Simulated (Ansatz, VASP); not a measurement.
**One calculation of AlNi, two programs**

```
CELL_PARAMETERS angstrom
1.93869 -1.95319 0.00000
1.93869 1.95319 0.00000
0.00000 0.00000 3.09943
ATOMIC_POSITIONS crystal
Al 0.00000 0.00000 0.00000
Ni 0.93870 0.00000 0.54970
```

Alike in both runs: task single point; functional r2SCAN; k mesh 8 × 8 × 6; occupations gaussian, width 0.1 eV; no spin polarisation.

|  | VASP | Ansatz |
| --- | --- | --- |
| version | VASP 6.6.1 | Ansatz 0.2.0 |
| potentials or method | VASP PAW PBE potentials, release 64 (Al, Ni), cutoff 520 eV | scalar-relativistic, plane waves, PAW |
| valence electrons in the cell | 13 | 21 |

VASP gave:

| Item | Value |
| --- | --- |
| gap on the k mesh at the Fermi level (eV) | none |
| rms of the force components (eV/Å) | 10.006 |

Task: Which values does Ansatz return?

Result: gap on the k mesh at the Fermi level (eV): none; rms of the force components (eV/Å): 15.229.

VASP's potentials were made for PBE, not for r2SCAN. Atom by atom the forces differ by 5.276 eV/Å (rms over components). A gap of «none» marks a metal or a gap that the smearing closes. VASP's potentials hold 13 valence electrons a cell and Ansatz's 21, so a difference there can come from the potentials and not from the codes.
